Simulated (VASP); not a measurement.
# SiC (P6_3mc) in VASP: a series of runs, part 2 of 2

VASP 6.6.1. The steps go on from the part before.

## 4. Single point, BLYP+D4

This run uses another cell than the first one, of 10.30 Å³/atom.

INCAR reads:

```
SYSTEM = SiC
AGGAC = 1.0
AGGAX = 1.0
ALDAC = 0.0
ALDAX = 1.0
ALGO = Normal
EDIFF = 1E-6
ENCUT = 520
GGA = B5
ISIF = 2
ISMEAR = -1
IVDW = 13
LASPH = .TRUE.
LCHARG = .TRUE.
LELF = .TRUE.
LREAL = .FALSE.
LVHAR = .TRUE.
LWAVE = .FALSE.
NBANDS = 36
NELM = 100
PREC = Accurate
SIGMA = 0.05
VDW_A1 = 0.44488865
VDW_A2 = 4.0933009
VDW_S6 = 1.0
VDW_S8 = 2.34076671
```

KPOINTS reads:

```
k-points
0
G
  10 10 2
  0 0 0
```

POSCAR reads:

```
SiC
1.0
    3.0750036000      0.0000000000      0.0000000000
   -1.5375018000      2.6630312343      0.0000000000
    0.0000000000      0.0000000000     15.0934240547
Si C
6 6
Direct
    0.6666666667      0.3333333333      0.4582658711
    0.3333333333      0.6666666667      0.9582658711
    0.6666666667      0.3333333333      0.7918109783
    0.3333333333      0.6666666667      0.2918109783
    0.0000000000      0.0000000000      0.6250559044
    0.0000000000      0.0000000000      0.1250559044
    0.6666666667      0.3333333333      0.3333081332
    0.3333333333      0.6666666667      0.8333081332
    0.6666666667      0.3333333333      0.6668717057
    0.3333333333      0.6666666667      0.1668717057
    0.0000000000      0.0000000000      0.4996874074
    0.0000000000      0.0000000000     -0.0003125926
```

Started as:

```bash
$ cat potpaw_PBE.64/Si/POTCAR potpaw_PBE.64/C/POTCAR > POTCAR
$ mpirun -np 1 vasp_std > vasp.out
```

Wall time 69 s (1 thread of Intel Xeon 6975P-C (Granite Rapids), shared host); peak memory 0.28 GiB.

It converged, with:

| Item | Value |
| --- | --- |
| Free energy | -89.5536 eV |
| Pressure | 0.6 GPa |
| Largest force | 0.005 eV/Å |
| Band gap on the k mesh | 2.33 eV (least direct gap 3.43 eV) |
| Dispersion energy per atom | -0.643 eV |

Forces on the atoms (eV/Å):
```
Si   0.000  0.000  0.001
Si   0.000  0.000  0.001
Si   0.000  0.000  0.002
Si   0.000  0.000  0.002
Si   0.000  0.000  0.005
Si   0.000  0.000  0.005
C    0.000  0.000 -0.003
C    0.000  0.000 -0.003
C    0.000  0.000 -0.003
C    0.000  0.000 -0.003
C    0.000  0.000 -0.003
C    0.000  0.000 -0.003
```

Levels at points of the mesh, in eV from the valence-band top:
```csv
k point,band 20,band 21,band 22,band 23,band 24,band 25,band 26,band 27,band 28,band 29
"(0.00, 0.00, 0.00)",-0.30,-0.30,-0.04,0.00,0.00,5.36,5.54,5.94,6.46,6.53
"(0.50, 0.00, 0.00)",-2.21,-1.79,-1.76,-1.62,-1.10,2.33,2.52,3.50,4.16,4.84
"(0.00, 0.00, 0.50)",-0.63,-0.09,-0.09,-0.09,-0.09,5.43,5.43,6.17,6.17,6.89
"(0.50, 0.00, 0.50)",-2.32,-1.69,-1.69,-1.30,-1.30,2.38,2.38,3.71,3.71,5.04
```

Caveat: the PAW data sets were made with another functional, which shifts forces and pressure a little.

## 5. Relaxation of cell and atoms, PBEsol+D4

INCAR reads:

```
SYSTEM = SiC
  PREC = Accurate
  ENCUT = 600
  EDIFF = 1E-6
  ISMEAR = -1
  SIGMA = 0.05
  LREAL = .False.
  LASPH = .True.
  NELM = 60
  ALGO = Normal
  ISIF = 3
  LWAVE = .False.
  LCHARG = .False.
  GGA = PS
  IVDW = 13
  IBRION = 2
  NSW = 60
  EDIFFG = -0.01
```

KPOINTS reads:

```
regular mesh
0
Gamma
  10 10 2
  0 0 0
```

POSCAR reads:

```
SiC
1.0
    3.0950000000      0.0000000000      0.0000000000
   -1.5475000000      2.6803486247      0.0000000000
    0.0000000000      0.0000000000     15.1700000000
Si C
6 6
Direct
    0.6666666667      0.3333333333      0.4583000000
    0.3333333333      0.6666666667      0.9583000000
    0.6666666667      0.3333333333      0.7917000000
    0.3333333333      0.6666666667      0.2917000000
    0.0000000000      0.0000000000      0.6250000000
    0.0000000000      0.0000000000      0.1250000000
    0.6666666667      0.3333333333      0.3333000000
    0.3333333333      0.6666666667      0.8333000000
    0.6666666667      0.3333333333      0.6667000000
    0.3333333333      0.6666666667      0.1667000000
    0.0000000000      0.0000000000      0.5000000000
    0.0000000000      0.0000000000      0.0000000000
```

Potentials or basis: VASP PAW PBE potentials, release 64 (Si, C).

Started as:

```bash
$ cat potpaw_PBE.64/Si/POTCAR potpaw_PBE.64/C/POTCAR > POTCAR
$ mpirun -np 1 vasp_std > vasp.out
```

OUTCAR:

```text
SYSTEM = SiC
   PREC = Accurate
   ENCUT = 600
   EDIFF = 1E-6
   ISMEAR = -1
   LREAL = .False.
   LASPH = .True.
   NELM = 60
   ISIF = 3
   GGA = PS
   IVDW = 13
   IBRION = 2
   NSW = 60
   EDIFFG = -0.01

 ion  position               nearest neighbor table
   1  0.667  0.333  0.458-  11 1.90  11 1.90  11 1.90   7 1.90   4 3.10   4 3.10   4 3.10   5 3.10
                             5 3.10   5 3.10
   2  0.333  0.667  0.958-  12 1.90  12 1.90  12 1.90   8 1.90   3 3.10   3 3.10   3 3.10   6 3.10
                             6 3.10   6 3.10
   3  0.667  0.333  0.792-   8 1.90   8 1.90   8 1.90   9 1.90   2 3.10   2 3.10   2 3.10   5 3.10
                             5 3.10   5 3.10
   4  0.333  0.667  0.292-   7 1.90   7 1.90   7 1.90  10 1.90   1 3.10   1 3.10   1 3.10   6 3.10
                             6 3.10   6 3.10
   5  0.000  0.000  0.625-   9 1.90   9 1.90   9 1.90  11 1.90   3 3.10   1 3.10   3 3.10   1 3.10
                             1 3.10   3 3.10
   6  0.000  0.000  0.125-  10 1.90  10 1.90  10 1.90  12 1.90   4 3.10   2 3.10   2 3.10   4 3.10
                             4 3.10   2 3.10
   7  0.667  0.333  0.333-   4 1.90   4 1.90   4 1.90   1 1.90
[... 512 lines left out ...]

 number of electron      47.9999998 magnetization

 Free energy of the ion-electron system (eV)
  ---------------------------------------------------
  ext. energy  EPLUGINS =         0.00000000
  ---------------------------------------------------
  free energy    TOTEN  =       -95.50347883 eV

  energy without entropy =      -95.50347883  energy(sigma->0) =      -95.50347883

 E-fermi :   9.1717     XC(G=0): -11.5496

 val. band max:        8.2228880918   @ k =   0.0000   0.0000   0.0000
 cond. band min:      10.1331810049   @ k =   0.5000  -0.0000   0.0000
 fundamental gap:      1.9102929132
 Fermi energy:         9.1716669997

 k-point     1 :       0.0000    0.0000    0.0000
  band No.  band energies     occupation
      1      -7.3390      2.00000
      2      -6.8101      2.00000
      3      -6.7754      2.00000
      4      -5.2564      2.00000
      5      -5.2278      2.00000
      6      -3.6951      2.00000
[... 805 lines left out ...]
     30      13.4743      0.00000
     31      13.9455      0.00000

 [... further k-points ...]

------------------------ aborting loop because EDIFF is reached ----------------------------------------

  DFT-D4 for vdW energy calculation

  Edisp (eV):   -2.25316
[... 35 lines left out ...]
  FREE ENERGIE OF THE ION-ELECTRON SYSTEM (eV)
  ---------------------------------------------------
  free  energy   TOTEN  =       -97.7566369377 eV

  energy  without entropy=      -97.7566369371  energy(sigma->0) =      -97.75663694

 reached required accuracy - stopping structural energy minimisation
```

Run time: 4.4 min. Hardware: 1 thread of Intel Xeon 6975P-C (Granite Rapids), shared host; peak memory 0.36 GiB.

What came out:

* Free energy: -97.7566 eV
* Relaxed volume: 10.23 Å³/atom
* Relaxed cell: a = 3.069 Å, b = 3.069 Å, c = 15.059 Å, α = 90.00°, β = 90.00°, γ = 120.00°
* Space group after relaxing (to 0.1 Å): P6_3mc (No. 186)
* Energy gained by relaxing: 4.4 meV/atom
* Ionic steps: 7
* Pressure after relaxing: -0.1 GPa
* Largest force after relaxing: 0.009 eV/Å
* Band gap on the k mesh: 1.91 eV (least direct gap 3.02 eV)
* Dispersion energy per atom: -0.188 eV

Forces in eV/Å, atoms in the order of the input:
```
Si   0.000  0.000 -0.002
Si   0.000  0.000 -0.002
Si   0.000  0.000 -0.007
Si   0.000  0.000 -0.007
Si   0.000  0.000 -0.004
Si   0.000  0.000 -0.004
C    0.000  0.000  0.003
C    0.000  0.000  0.003
C    0.000  0.000  0.002
C    0.000  0.000  0.002
C    0.000  0.000  0.009
C    0.000  0.000  0.009
```

Stress tensor (GPa, compression positive):
```
-0.05  0.00  0.00
 0.00 -0.05  0.00
 0.00  0.00 -0.14
```

Step by step:
```tsv
step	energy change (eV)	largest force (eV/Å)	pressure (GPa)	volume (Å³)
1	0.0000	0.1435	-5.30	125.85
2	0.0071	0.1235	6.15	119.63
3	-0.0529	0.0256	-0.02	122.78
4	-0.0529	0.0264	0.09	122.72
5	-0.0530	0.0139	0.11	122.71
6	-0.0530	0.0148	0.10	122.71
7	-0.0530	0.0087	-0.08	122.82
```

Final structure:
```cif
data_structure
_symmetry_space_group_name_H-M 'P 1'
_symmetry_Int_Tables_number 1
_cell_length_a 3.0688
_cell_length_b 3.0688
_cell_length_c 15.0585
_cell_angle_alpha 90.000
_cell_angle_beta 90.000
_cell_angle_gamma 120.000
_cell_volume 122.82
loop_
_atom_site_label
_atom_site_type_symbol
_atom_site_fract_x
_atom_site_fract_y
_atom_site_fract_z
_atom_site_occupancy
Si1 Si 0.66667 0.33333 0.45831 1
Si2 Si 0.33333 0.66667 0.95831 1
Si3 Si 0.66667 0.33333 0.79184 1
Si4 Si 0.33333 0.66667 0.29184 1
Si5 Si 0.00000 0.00000 0.62504 1
Si6 Si 0.00000 0.00000 0.12504 1
C1 C 0.66667 0.33333 0.33332 1
C2 C 0.33333 0.66667 0.83332 1
C3 C 0.66667 0.33333 0.66683 1
C4 C 0.33333 0.66667 0.16683 1
C5 C 0.00000 0.00000 0.49967 1
C6 C 0.00000 0.00000 0.99967 1
```

Levels at points of the mesh, in eV from the valence-band top:
```csv
k point,band 21,band 22,band 23,band 24,band 25,band 26,band 27,band 28
"(0.00, 0.00, 0.00)",-0.30,-0.04,0.00,0.00,5.21,5.38,5.80,6.31
"(0.50, 0.00, 0.00)",-1.83,-1.80,-1.69,-1.11,1.91,2.10,3.12,3.81
"(0.00, 0.00, 0.50)",-0.10,-0.10,-0.10,-0.10,5.28,5.28,6.03,6.03
"(0.50, 0.00, 0.50)",-1.73,-1.73,-1.32,-1.32,1.95,1.95,3.34,3.34
```

Caveat: the PAW data sets were made with another functional, which shifts forces and pressure a little.

## 6. Relaxation of cell and atoms, BLYP+D4

INCAR reads:

```
PREC     = Accurate       # precision mode
ENCUT    = 600            # plane-wave cutoff, eV
EDIFF    = 1E-6           # SCF threshold, eV
ISMEAR   = -1             # smearing method
SIGMA    = 0.05           # smearing width, eV
LREAL    = False          # projectors in reciprocal space
LASPH    = True           # aspherical terms in the spheres
NELM     = 60             # most SCF steps
ALGO     = Normal         # electronic algorithm
ISIF     = 3              # what is computed and relaxed
LWAVE    = False          # write WAVECAR
LCHARG   = False          # write CHGCAR
GGA      = B5             # functional
ALDAX    = 1.0          
AGGAX    = 1.0          
AGGAC    = 1.0          
ALDAC    = 0.0          
IVDW     = 13             # dispersion correction
VDW_S6   = 1.0          
VDW_S8   = 2.34076671   
VDW_A1   = 0.44488865   
VDW_A2   = 4.0933009    
IBRION   = 2              # ionic algorithm
NSW      = 60             # ionic steps
EDIFFG   = -0.01          # ionic threshold
```

KPOINTS reads:

```
regular mesh
0
Gamma
  10 10 2
```

POSCAR is that of step 5.

Potentials or basis: VASP PAW PBE potentials, release 64 (Si, C).

Started as:

```bash
$ cat potpaw_PBE.64/Si/POTCAR potpaw_PBE.64/C/POTCAR > POTCAR
$ mpirun -np 1 vasp_std > vasp.out
```

Wall time 6 min (1 thread of Intel Xeon 6975P-C (Granite Rapids), shared host); peak memory 0.36 GiB.

It converged, with:

- Free energy: -89.5628 eV
- Relaxed volume: 10.32 Å³/atom
- Relaxed cell: a = 3.077 Å, b = 3.077 Å, c = 15.107 Å, α = 90.00°, β = 90.00°, γ = 120.00°
- Space group after relaxing (to 0.1 Å): P6_3mc (No. 186)
- Energy gained by relaxing: 1.8 meV/atom
- Ionic steps: 7
- Pressure after relaxing: -0.1 GPa
- Largest force after relaxing: 0.008 eV/Å
- Band gap on the k mesh: 2.34 eV (least direct gap 3.43 eV)
- Dispersion energy per atom: -0.641 eV

Forces in eV/Å, atoms in the order of the input:
```
Si   0.000  0.000 -0.002
Si   0.000  0.000 -0.002
Si   0.000  0.000 -0.002
Si   0.000  0.000 -0.002
Si   0.000  0.000 -0.003
Si   0.000  0.000 -0.003
C    0.000  0.000  0.000
C    0.000  0.000  0.000
C    0.000  0.000 -0.002
C    0.000  0.000 -0.002
C    0.000  0.000  0.008
C    0.000  0.000  0.008
```

The path:
```
step  energy change (eV)  largest force (eV/Å)  pressure (GPa)  volume (Å³)
   1              0.0000                0.1451           -3.24       125.85
   2             -0.0018                0.1137            3.27       122.02
   3             -0.0214                0.0359           -0.01       123.87
   4             -0.0214                0.0375            0.06       123.83
   5             -0.0215                0.0148            0.08       123.82
   6             -0.0215                0.0153            0.08       123.82
   7             -0.0215                0.0084           -0.05       123.90
```

Final structure:
```xyz
12
Lattice="3.0774 0.0000 0.0000 -1.5387 2.6651 0.0000 0.0000 0.0000 15.1065" Properties=species:S:1:pos:R:3 pbc="T T T"
Si    1.5387    0.8884    6.9228
Si    0.0000    1.7767   14.4761
Si    1.5387    0.8884   11.9617
Si    0.0000    1.7767    4.4084
Si    0.0000    0.0000    9.4427
Si    0.0000    0.0000    1.8894
C     1.5387    0.8884    5.0350
C     0.0000    1.7767   12.5883
C     1.5387    0.8884   10.0742
C     0.0000    1.7767    2.5210
C     0.0000    0.0000    7.5482
C     0.0000    0.0000   15.1014
```

Levels at points of the mesh, in eV from the valence-band top:
```
           k point  band 21  band 22  band 23  band 24  band 25  band 26  band 27  band 28
(0.00, 0.00, 0.00)    -0.30    -0.04     0.00     0.00     5.35     5.52     5.92     6.43
(0.50, 0.00, 0.00)    -1.79    -1.76    -1.62    -1.10     2.34     2.52     3.50     4.16
(0.00, 0.00, 0.50)    -0.09    -0.09    -0.09    -0.09     5.41     5.41     6.15     6.15
(0.50, 0.00, 0.50)    -1.69    -1.69    -1.29    -1.29     2.38     2.38     3.71     3.71
```

Caveat: the PAW data sets were made with another functional, which shifts forces and pressure a little. BLYP gaps usually lie below the measured ones, often by a third to a half.

## 7. The runs side by side

```tsv
task	level	cell	k mesh	cutoff (eV)	gap on the mesh (eV)	pressure (GPa)	relaxed volume (Å³/atom)	largest force (eV/Å)
single point	PBE	a = 3.095, b = 3.095, c = 15.170 Å, angles 90.0, 90.0, 120.0°, 12 atoms	4 × 4 × 1	520	2.00	0.3	-	0.19
single point	PBEsol+D4	a = 3.068, b = 3.068, c = 15.051 Å, angles 90.0, 90.0, 120.0°, 12 atoms	10 × 10 × 2	520	1.91	0.4	-	-
single point	BLYP+D4	a = 3.075, b = 3.075, c = 15.093 Å, angles 90.0, 90.0, 120.0°, 12 atoms	10 × 10 × 2	520	2.33	0.6	-	-
relaxation of cell and atoms	PBEsol+D4	relaxed from a = 3.095, b = 3.095, c = 15.170 Å, angles 90.0, 90.0, 120.0°, 12 atoms	10 × 10 × 2	600	1.91	-0.1	10.23	0.01
relaxation of cell and atoms	BLYP+D4	relaxed from a = 3.095, b = 3.095, c = 15.170 Å, angles 90.0, 90.0, 120.0°, 12 atoms	10 × 10 × 2	600	2.34	-0.1	10.32	0.01
```

Alike in all rows: potentials or basis VASP PAW PBE potentials, release 64 (Si, C); no spin polarisation; smearing fermi-dirac 0.05 eV.

Caveats: some runs use coarse meshes; the PAW data sets were made with another functional, which shifts forces and pressure a little (at least some runs); an odd mesh through Γ misses points on the zone boundary, where band edges can lie (at least some runs).

Absolute energies hang on the potentials; compare differences alone.
